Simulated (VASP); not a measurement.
Crystal: SrCl2.

```xyz
3
Lattice="0.0000 3.4977 3.4977 3.4977 0.0000 3.4977 3.4977 3.4977 0.0000" Properties=species:S:1:pos:R:3 pbc="T T T"
Sr    0.0000    0.0000    0.0000
Cl    1.7489    1.7489    1.7489
Cl    5.2466    5.2466    5.2466
```

Program: VASP 6.6.1. Alike in all runs: task single point; potentials or basis VASP PAW PBE potentials, release 64 (Sr_sv, Cl); no spin polarisation; cell as given; k mesh 4 × 4 × 4; cutoff (eV) 520; smearing gaussian 0.01 eV.

**Question.** Order these runs on this cell by their band gap on the k mesh, lowest first.
A. level PBE-based screened hybrid with 50 % exact exchange; grid for exact exchange (PRECFOCK) Normal; share of exact exchange 0.5; screening parameter 0.3 1/Å
B. level HSE06; grid for exact exchange (PRECFOCK) Normal; share of exact exchange 0.25; screening parameter 0.2079 1/Å
C. level r2SCAN+rVV10
D. level PBE-based screened hybrid with 5 % exact exchange; grid for exact exchange (PRECFOCK) Normal; share of exact exchange 0.05; screening parameter 0.2078 1/Å

**Answer.** D (5.56 eV), C (5.79 eV), B (6.58 eV), A (7.42 eV).

A k mesh can miss the band edges.
